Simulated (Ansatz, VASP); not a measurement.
# LiNO3 in VASP and in Ansatz

File INCAR:

```
SYSTEM = LiNO3
PREC = Accurate
ENCUT = 520
EDIFF = 1E-6
ISMEAR = 0
SIGMA = 0.02
LREAL = .False.
LASPH = .True.
NELM = 100
ALGO = Normal
ISIF = 2
LWAVE = .False.
LCHARG = .False.
GGA = CA
NBANDS = 37
```

KPOINTS

```
regular mesh
0
Gamma
  6 6 6
  0 0 0
```

File POSCAR:

```
LiNO3
1.0
    2.2954877546      1.3253004730      4.7717809640
   -2.2954877546      1.3253004730      4.7717809640
    0.0000000000     -2.6506009461      4.7717809640
Li N O
2 2 6
Direct
    0.0000000000      0.0000000000      0.0000000000
    0.5000000000      0.5000000000      0.5000000000
    0.2500000000      0.2500000000      0.2500000000
    0.7500000000      0.7500000000      0.7500000000
    0.5208762834      0.9791237166      0.2500000000
    0.2500000000      0.5208762834      0.9791237166
    0.9791237166      0.2500000000      0.5208762834
    0.4791237166      0.0208762834      0.7500000000
    0.7500000000      0.4791237166      0.0208762834
    0.0208762834      0.7500000000      0.4791237166
```

Input for Ansatz:

```yaml
crystal:
  lattice:
    - [2.2954877546, 1.325300473, 4.771780964]
    - [-2.2954877546, 1.325300473, 4.771780964]
    - [0.0, -2.6506009461, 4.771780964]
  atoms:
    - { symbol: Li, position: [0.0, 0.0, 0.0] }
    - { symbol: Li, position: [0.5, 0.5, 0.5] }
    - { symbol: "N", position: [0.25, 0.25, 0.25] }
    - { symbol: "N", position: [0.75, 0.75, 0.75] }
    - { symbol: O, position: [0.5208762834, 0.9791237166, 0.25] }
    - { symbol: O, position: [0.25, 0.5208762834, 0.9791237166] }
    - { symbol: O, position: [0.9791237166, 0.25, 0.5208762834] }
    - { symbol: O, position: [0.4791237166, 0.0208762834, 0.75] }
    - { symbol: O, position: [0.75, 0.4791237166, 0.0208762834] }
    - { symbol: O, position: [0.0208762834, 0.75, 0.4791237166] }
basis:
  ecutwfc: 420
kpoints:
  mp_grid: { grid: [6, 6, 6] }
  band_path:
    path:
      - [[0.0, 0.0, 0.0], [0.5, 0.5, 0.5], [0.78190808, 0.21809192, 0.5]]
      - [[0.5, -0.21809192, 0.21809192], [0.5, 0.0, 0.0], [0.0, 0.0, 0.0], [0.35904596, -0.35904596, 0.0]]
      - [[0.64095404, 0.0, 0.35904596], [0.5, 0.0, 0.5], [0.0, 0.0, 0.0]]
    npoints: 14
hamiltonian:
  xc: lda
scf:
  occupations: { method: gaussian, width: 0.02 }
  n_extra_bands: 25
output:
  forces: true
  stress: true
  eigenvalues: true
  populations: true
  dos: { projected: true, de: 0.02, nscf_kmesh: { grid: [9, 9, 9] } }
  bader: true
```

Alike in both runs: task single point; functional LDA; k mesh 6 × 6 × 6; occupations gaussian, width 0.02 eV; no spin polarisation.

```csv
,VASP,Ansatz
version,VASP 6.6.1,Ansatz 0.2.0
potentials or method,"VASP PAW LDA potentials, release 64 (Li_sv, N, O), cutoff 520 eV","scalar-relativistic, plane waves, PAW"
valence electrons in the cell,52,52
```

|  | VASP | Ansatz | Ansatz less VASP |
| --- | --- | --- | --- |
| gap on the k mesh at the Fermi level (eV) | 3.10 | 3.13 | +0.034 |
| least direct gap on the mesh (eV) | 3.45 | 3.48 | +0.033 |
| rms of the force components (eV/Å) | 0.304 | 0.001 | -0.3037 |

LDA's correlation is that of Perdew and Zunger in VASP and of Perdew and Wang (1992) in Ansatz. Atom by atom the forces differ by 0.305 eV/Å (rms over components).

Noted on VASP's run: the cutoff is short for stress, so the pressure is rough; the standard files for N, O and F lose accuracy on very short bonds.
